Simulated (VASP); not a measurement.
Runs of VASP 6.6.1 on NaCl. The structure is that of space group P4/mmm (No. 123), or close to it. The cells are those of the table. 

```csv
cell,gap on the mesh (eV),pressure (GPa)
"a = 3.677, b = 3.677, c = 3.327 Å, 2 atoms",(b),-0.8
"a = 3.415, b = 3.415, c = 3.677 Å, 2 atoms",3.73,0.2
"a = 3.677, b = 3.677, c = 3.415 Å, 2 atoms",(a),-1.4
"a = 3.590, b = 3.590, c = 3.327 Å, 2 atoms",3.57,0.2
"a = 3.327, b = 3.327, c = 3.677 Å, 2 atoms",3.74,(c)
```

Alike in all rows: task single point; level PBE; potentials or basis VASP PAW PBE potentials, release 64 (Na_pv, Cl); no spin polarisation; k mesh 6 × 6 × 6; cutoff (eV) 520; smearing gaussian 0.05 eV.

Problem. Estimate the missing entries.

Solution. (a) 3.38; (b) 3.27; (c) 1.9.

A k mesh can miss the band edges.
